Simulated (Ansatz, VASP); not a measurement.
**One calculation of AlP, two programs**

```
Al P
1.0
     0.00000    2.73200    2.73200
     2.73200    0.00000    2.73200
     2.73200    2.73200    0.00000
Al P
1 1
Direct
  0.00000 0.00000 0.00000
  0.25000 0.25000 0.25000
```

Alike in both runs: task relaxation of cell and atoms; functional PBEsol; k mesh 8 × 8 × 8; occupations gaussian, width 0.02 eV; no spin polarisation.

```csv
,VASP,Ansatz
version,VASP 6.6.1,Ansatz 0.2.0
potentials or method,"VASP PAW PBE potentials, release 64 (Al, P), cutoff 500 eV","scalar-relativistic, plane waves, PAW"
valence electrons in the cell,8,8
```

```csv
,VASP,Ansatz,Ansatz less VASP
"gap on the k mesh at the Fermi level, each at its own relaxed structure (eV)",1.45,1.45,+0.001
relaxed volume (Å³/atom),20.47,20.46,-0.009
relaxed cell length with the largest relative difference (Å),3.869,3.868,-0.0006
```

VASP's potentials were made for PBE, not for PBEsol, and Ansatz warns of the same on its side.
